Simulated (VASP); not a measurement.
# MoS2 (R-3m) in VASP: settings compared

Aim: see how the results for MoS2 move with the level of theory and the settings. Levels: PBE0, PBE+D3(BJ). Tasks: single point.

Everything below comes from runs of VASP 6.6.1. Logs are shortened: lines on timing, memory, paths and dates and some standing lists are left out, and cuts for length are marked.

## 1. The cell of the first run

Symmetry: R-3m, No. 166, trigonal system. The conventional cell has a = 3.171 Å, b = 3.171 Å, c = 18.345 Å, α = 90.00°, β = 90.00°, γ = 120.00°. Within 3.2 Å of Mo (site symmetry -3m) lie 6 S at 2.39 Å and 6 Mo at 3.17 Å. Within 3.2 Å of S (site symmetry 3m) lie 3 Mo at 2.39 Å and 6 S at 3.17 Å.

## 2. Single point, PBE0

POSCAR reads:

```
MoS2
1.0
    1.5855000000      0.9153888518      6.1149966667
   -1.5855000000      0.9153888518      6.1149966667
    0.0000000000     -1.8307777036      6.1149966667
Mo S
1 2
Direct
    0.0000000000      0.0000000000      0.0000000000
    0.2500000000      0.2500000000      0.2500000000
    0.7500000000      0.7500000000      0.7500000000
```

INCAR.step1 reads:

```
PREC = Accurate
ENCUT = 250
EDIFF = 1E-5
ISMEAR = 0
SIGMA = 0.01
LREAL = F
LASPH = T
NELM = 100
ALGO = Normal
ISIF = 2
LWAVE = T
LCHARG = F
NKRED = 1
NBANDS = 21
GGA = PE
```

INCAR.step2 reads:

```
PREC = Accurate
ENCUT = 250
EDIFF = 1E-6
ISMEAR = 0
SIGMA = 0.01
LREAL = F
LASPH = T
NELM = 100
ALGO = Normal
ISIF = 2
LWAVE = F
LCHARG = F
GGA = PE
LHFCALC = T
AEXX = 0.25
PRECFOCK = Fast
NKRED = 1
NBANDS = 21
ISTART = 1
```

KPOINTS reads:

```
Automatic mesh
0
Gamma
  4 4 4
```

Potentials or basis: VASP PAW PBE potentials, release 64 (Mo_sv, S).

Command:

```console
> cat potpaw_PBE.64/Mo_sv/POTCAR potpaw_PBE.64/S/POTCAR > POTCAR
> cp INCAR.step1 INCAR
> mpirun -np 1 vasp_std > vasp.out
> cp INCAR.step2 INCAR
> mpirun -np 1 vasp_std > vasp.out
```

OUTCAR:

```text
PREC = Accurate
   ENCUT = 250
   EDIFF = 1E-6
   ISMEAR = 0
   LREAL = F
   LASPH = T
   NELM = 100
   ISIF = 2
   GGA = PE
   LHFCALC = T
   AEXX = 0.25
   PRECFOCK = Fast
   NKRED = 1
   ISTART = 1

 Found     13 irreducible k-points:

 Following reciprocal coordinates:
            Coordinates               Weight
  0.000000  0.000000  0.000000      1.000000
  0.250000  0.000000  0.000000      6.000000
  0.500000  0.000000  0.000000      3.000000
  0.250000  0.250000  0.000000      6.000000
  0.500000  0.250000  0.000000     12.000000
 -0.250000  0.250000  0.000000      6.000000
   k-points           NKPTS =     13   k-points in BZ     NKDIM =     64   number of bands    NBANDS=     21
   number of dos      NEDOS =    301   number of ions     NIONS =      3
   total plane-waves  NPLWV =  46656
   dimension x,y,z NGX =    36 NGY =   36 NGZ =   36
   dimension x,y,z NGXF=    72 NGYF=   72 NGZF=   72
   ions per type =               1   2
   NGX,Y,Z   is equivalent  to a cutoff of   9.38,  9.38,  9.38 a.u.
   NGXF,Y,Z  is equivalent  to a cutoff of  18.75, 18.75, 18.75 a.u.
 SYSTEM =  unknown system
   PREC   = accura    normal or accurate (medium, high low for compatibility)
   ISTART =      1    job   : 0-new  1-cont  2-samecut
   ICHARG =      0    charge: 1-file 2-atom 10-const
   ISPIN  =      1    spin polarized calculation?
   LNONCOLLINEAR =      F non collinear calculations
   LSORBIT =      F    spin-orbit coupling
   LASPH  =      T    aspherical Exc in radial PAW
   ENCUT  =  250.0 eV  18.37 Ry    4.29 a.u.   8.23  8.23  8.23*2*pi/ulx,y,z
   NELM   =    100;   NELMIN=  2; NELMDL=  0     # of ELM steps
   EDIFF  = 0.1E-05   stopping-criterion for ELM
   LREAL  =      F    real-space projection
   EDIFFG = 0.1E-04   stopping-criterion for IOM
   NSW    =      0    number of steps for IOM
   IBRION =     -1    ionic relax: 0-MD 1-quasi-New 2-CG
   NFREE  =      0    steps in history (QN), initial steepest desc. (CG)
   ISIF   =      2    stress and relaxation
   ISYM   =      3    0-nonsym 1-usesym 2-fastsym
   POTIM  = 0.5000    time-step for ionic-motion
   TEBEG  =    0.0;   TEEND  =   0.0 temperature during run
   PSTRESS=    0.0 pullay stress
   NELECT =      26.0000    total number of electrons
   NUPDOWN=      -1.0000    fix difference up-down
   EMIN   =  10.00;   EMAX   =-10.00  energy-range for DOS
   EFERMI =   0.00;   METHOD = LEGACY
   ISMEAR =     0;   SIGMA  =   0.01  broadening in eV -4-tet -1-fermi 0-gaus
   EFERMI_NEDOS =   21; number of points for ismear=-14 and -15
   IALGO  =     38    algorithm
   IMIX   =      1    mixing-type and parameters
     AMIX     =   0.40;   BMIX     =  1.00
     AMIX_MAG =   1.60;   BMIX_MAG =  1.00
  volume/ion in A,a.u.               =      17.75       119.78
  Fermi-wavevector in a.u.,A,eV,Ry     =   1.289118  2.436081 22.610522  1.661826
  Thomas-Fermi vector in A             =   2.421031
   LORBIT       =      0    0 simple, 1 ext, 2 COOP (PROOUT), +10 PAW based schemes
   GGA     = PE    functional components
   LHFCALC =     T    Hartree Fock is set to
   PRECFOCK=fast      Normal, Fast or Accurate (Low or Medium for compatibility)
   ENCUT4O =  -1.0   cutoff for four orbital integrals eV
   NKREDX  =     1    reduce k-point grid by
   NKREDY  =     1    reduce k-point grid by
   NKREDZ  =     1    reduce k-point grid by
   AEXX    =    0.2500 exact exchange contribution
   HFSCREEN=    0.0000 screening length (either q_TF or 0.3 A-1)
   HFSCREENC=   0.0000 screening length for correlation (either q_TF or 0.3 A-1)
   ENCUTFOCK=  -1.0 apply spherical cutoff to Coloumb kernel
   IVDW    =     0    specifies the selected vdW correction
   LEPSILON=     F    determine dielectric tensor
   LRPA    =     F    only Hartree local field effects (RPA)
 non-spin polarized calculation
 Gauss-broadening in eV      SIGMA  =   0.01
  energy-cutoff  :      250.00
  volume of cell :       53.25
 maximum number of plane-waves:       494
 NGX is ok and might be reduce to    36
  NGX = 18; NGY = 18; NGZ = 18

 number of electron      25.9999991 magnetization

 Free energy of the ion-electron system (eV)
  ---------------------------------------------------
  ext. energy  EPLUGINS =         0.00000000
  ---------------------------------------------------
  free energy    TOTEN  =       -27.13630093 eV

  energy without entropy =      -27.13563841  energy(sigma->0) =      -27.13596967

 E-fermi :   7.4523     XC(G=0):  -8.5244

 val. band max:        7.4454823491   @ k =   0.5000   0.2500   0.0000
 cond. band min:       7.8682670148   @ k =  -0.2500   0.5000   0.2500
 fundamental gap:      0.4227846657
 Fermi energy:         7.4523230526

 k-point     1 :       0.0000    0.0000    0.0000
  band No.  band energies     occupation
      1     -58.8110      2.00000
      2     -31.4305      2.00000
      3     -31.3716      2.00000
      4     -31.3716      2.00000
      5      -9.8266      2.00000
      6      -7.9989      2.00000
      7      -0.9238      2.00000
      8       2.3721      2.00000
      9       2.3721      2.00000
     10       5.0149      2.00000
     11       5.8161      2.00000
     12       6.0561      2.00000
     13       6.0561      2.00000
     14       6.8897      2.00000
     15       6.8897      2.00000
     16      12.0582      0.00000
     17      12.0582      0.00000
     18      14.7487      0.00000
     19      15.5356      0.00000
     20      18.5418      0.00000
     21      18.5418      0.00000

 k-point     2 :       0.2500    0.0000    0.0000
  band No.  band energies     occupation
      1     -58.7882      2.00000
      2     -31.6193      2.00000
      3     -31.4290      2.00000
      4     -31.3835      2.00000
      5      -8.8140      2.00000
      6      -7.8106      2.00000
      7       0.1660      2.00000
      8       1.2796      2.00000
      9       2.1728      2.00000
     10       2.6442      2.00000
     11       4.7333      2.00000
     12       4.7502      2.00000
     13       5.4235      2.00000
     14       8.9242      0.00000
     15       9.1785      0.00000
     16      11.6446      0.00000
     17      11.8464      0.00000
     18      15.9397      0.00000
     19      16.9050      0.00000
     20      18.0527      0.00000
     21      19.4154      0.00000

 k-point     3 :       0.5000    0.0000    0.0000
  band No.  band energies     occupation
      1     -58.7647      2.00000
      2     -31.8545      2.00000
      3     -31.4895      2.00000
      4     -31.3352      2.00000
      5      -8.0108      2.00000
      6      -6.9404      2.00000
      7      -0.9033      2.00000
      8       1.0659      2.00000
      9       1.1242      2.00000
     10       2.2026      2.00000
     11       3.7398      2.00000
     12       4.9573      2.00000
     13       5.3049      2.00000
     14       9.5111      0.00000
     15      10.5670      0.00000
     16      12.0990      0.00000
     17      12.9537      0.00000
     18      14.1642      0.00000
     19      15.7125      0.00000
     20      16.2845      0.00000
     21      17.5580      0.00000

 k-point     4 :       0.2500    0.2500    0.0000
  band No.  band energies     occupation
      1     -58.7882      2.00000
      2     -31.6191      2.00000
      3     -31.4299      2.00000
      4     -31.3847      2.00000
      5      -8.7413      2.00000
      6      -7.9103      2.00000
      7       0.5850      2.00000
      8       0.9174      2.00000
      9       2.1127      2.00000
     10       2.6621      2.00000
     11       4.5552      2.00000
     12       4.7331      2.00000
     13       5.7452      2.00000
     14       8.6921      0.00000
     15       9.0910      0.00000
     16      11.9459      0.00000
     17      11.9706      0.00000
     18      15.9938      0.00000
     19      16.2195      0.00000
     20      17.3186      0.00000
     21      19.6961      0.00000

 k-point     5 :       0.5000    0.2500    0.0000
  band No.  band energies     occupation
      1     -58.7643      2.00000
      2     -31.7631      2.00000
      3     -31.5798      2.00000
      4     -31.3359      2.00000
      5      -7.6335      2.00000
      6      -7.4135      2.00000
      7       0.1401      2.00000
      8       0.6237      2.00000
      9       1.8125      2.00000
     10       2.1286      2.00000
     11       2.5978      2.00000
     12       3.6194      2.00000
     13       7.4455      1.66667
     14       8.4124      0.00000
     15      10.1629      0.00000
     16      10.9872      0.00000
     17      13.0966      0.00000
     18      16.1250      0.00000
     19      16.6380      0.00000
     20      17.0981      0.00000
     21      18.6797      0.00000

 k-point     6 :      -0.2500    0.2500    0.0000
  band No.  band energies     occupation
      1     -58.7650      2.00000
      2     -31.7647      2.00000
      3     -31.5820      2.00000
      4     -31.3376      2.00000
      5      -7.5395      2.00000
      6      -7.5198      2.00000
      7       0.1208      2.00000
      8       0.7759      2.00000
      9       1.9501      2.00000
     10       2.2779      2.00000
     11       2.4177      2.00000
     12       3.2454      2.00000
     13       7.1883      2.00000
     14       8.7692      0.00000
     15      10.1729      0.00000
     16      10.4797      0.00000
     17      13.6683      0.00000
     18      15.9664      0.00000
     19      16.8938      0.00000
     20      17.5297      0.00000
     21      18.9410      0.00000

 [... further k-points ...]

------------------------ aborting loop because EDIFF is reached ----------------------------------------

  FORCE on cell =-STRESS in cart. coord.  units (eV):
  Direction    XX          YY          ZZ          XY          YZ          ZX
  --------------------------------------------------------------------------------------
  -------------------------------------------------------------------------------------
  Total        0.5553284      0.5553284     -0.2767811      0.0000000     -0.0000000      0.0000000
  in kB       16.7086423     16.7086423     -8.3277498      0.0000000     -0.0000000      0.0000000
  external PRESSURE =       8.3631782 kB  Pullay stress =       0.0000000 kB

 VOLUME and BASIS-vectors are now :
 -----------------------------------------------------------------------------
  energy-cutoff  :      250.00
  volume of cell :       53.25
      direct lattice vectors                 reciprocal lattice vectors
     1.585500000  0.915388852  6.114996667     0.315357931  0.182071986  0.054510796
    -1.585500000  0.915388852  6.114996667    -0.315357931  0.182071986  0.054510796
     0.000000000 -1.830777704  6.114996667     0.000000000 -0.364143973  0.054510796

 POSITION                                       TOTAL-FORCE (eV/Angst)
 -----------------------------------------------------------------------------------
      0.00000      0.00000      0.00000         0.000000      0.000000      0.000000
      0.00000      0.00000      4.58625         0.000000     -0.000000     -0.136694
      0.00000      0.00000     13.75874         0.000000      0.000000      0.136694
 -----------------------------------------------------------------------------------
    total drift:                               -0.000000      0.000000     -0.000000

  FREE ENERGIE OF THE ION-ELECTRON SYSTEM (eV)
  ---------------------------------------------------
  free  energy   TOTEN  =       -27.1363009310 eV

  energy  without entropy=      -27.1356384136  energy(sigma->0) =      -27.13596967
```

It took 15 min on 1 thread of Intel Xeon Platinum 8259CL at 2.50GHz (Skylake/Cascade Lake), shared host; peak memory 0.19 GiB.

The run converged, but its numbers aren't listed here, since they failed a check.

Caveat: the k points lie up to 0.58 Å⁻¹ apart, too coarse for converged energies and pressures of a metal; the cutoff lies under the usual one of these potentials, which adds a basis-set error; the PAW data sets were made with another functional, which shifts forces and pressure a little.

## 3. Single point, PBE0

POSCAR is that of step 2.

Changes to INCAR.step1 since step 2:

```diff
@@ -1,3 +1,3 @@
 PREC = Accurate
-ENCUT = 250
+ENCUT = 500
 EDIFF = 1E-5
```

Changes to INCAR.step2 since step 2:

```diff
@@ -1,3 +1,3 @@
 PREC = Accurate
-ENCUT = 250
+ENCUT = 500
 EDIFF = 1E-6
```

KPOINTS reads:

```
Automatic mesh
0
Gamma
  3 3 3
```

Potentials or basis: VASP PAW PBE potentials, release 64 (Mo_sv, S).

Command:

```console
> cat potpaw_PBE.64/Mo_sv/POTCAR potpaw_PBE.64/S/POTCAR > POTCAR
> cp INCAR.step1 INCAR
> mpirun -np 1 vasp_std > vasp.out
> cp INCAR.step2 INCAR
> mpirun -np 1 vasp_std > vasp.out
```

It took 5.8 min on 1 thread of Intel Xeon Platinum 8259CL at 2.50GHz (Skylake/Cascade Lake), shared host; peak memory 0.31 GiB.

No test shows these settings to be converged.

Results:

- Free energy: -27.6878 eV
- Pressure: 3.4 GPa
- Largest force: 0.090 eV/Å
- Band gap on the k mesh: zero (bands 13 and 14 overlap by 1.95 eV)

Caveat: the k points lie up to 0.77 Å⁻¹ apart, too coarse for converged energies and pressures of a metal; the PAW data sets were made with another functional, which shifts forces and pressure a little.

## 4. Single point, PBE+D3(BJ)

This run uses another cell than the first one, of 16.97 Å³/atom.

INCAR reads:

```
SYSTEM = MoS2
PREC = Accurate
ENCUT = 520
EDIFF = 1E-7
ISMEAR = -1
SIGMA = 0.05
LREAL = .FALSE.
LASPH = .TRUE.
NELM = 100
ALGO = Normal
ISIF = 2
LWAVE = .FALSE.
LCHARG = .FALSE.
GGA = PE
IVDW = 12
NBANDS = 20
```

KPOINTS reads:

```
regular mesh
0
G
  10 10 10
  0 0 0
```

POSCAR reads:

```
MoS2
1.0
    1.5693302908      0.9060532659      5.9668904636
   -1.5693302908      0.9060532659      5.9668904636
    0.0000000000     -1.8121065317      5.9668904636
Mo S
1 2
Direct
    0.0000000000      0.0000000000      0.0000000000
    0.2440143482      0.2440143482      0.2440143482
    0.7559856518      0.7559856518      0.7559856518
```

Command:

```console
> cat potpaw_PBE.64/Mo_sv/POTCAR potpaw_PBE.64/S/POTCAR > POTCAR
> mpirun -np 1 vasp_std > vasp.out
```

Run time: 2.5 min. Hardware: 1 thread of Intel Xeon 6975P-C (Granite Rapids), shared host; peak memory 0.4 GiB.

It converged, with:

```yaml
Free_energy: -22.3048 eV
Pressure: -0.1 GPa
Largest_force: 0.011 eV/Å
Band_gap_on_the_k_mesh: zero (bands 13 and 14 overlap by 0.45 eV)
Dispersion_energy_per_atom: -0.448 eV
```

Forces in eV/Å, atoms in the order of the input:
```
Mo   0.000  0.000  0.000
S    0.000  0.000  0.011
S    0.000  0.000 -0.011
```

Levels at points of the mesh, in eV from the Fermi level:
| k point | band 11 | band 12 | band 13 | band 14 | band 15 | band 16 |
| --- | --- | --- | --- | --- | --- | --- |
| (0.00, 0.00, 0.00) | -1.44 | -0.82 | -0.82 | 0.04 | 0.04 | 3.17 |
| (0.50, 0.00, 0.00) | -2.74 | -2.00 | -1.30 | 1.34 | 2.13 | 3.09 |
| (0.50, 0.50, 0.00) | -2.83 | -2.47 | -1.69 | 1.34 | 1.79 | 3.79 |
| (0.50, 0.50, 0.50) | -0.80 | -0.80 | -0.16 | -0.16 | -0.12 | 3.37 |
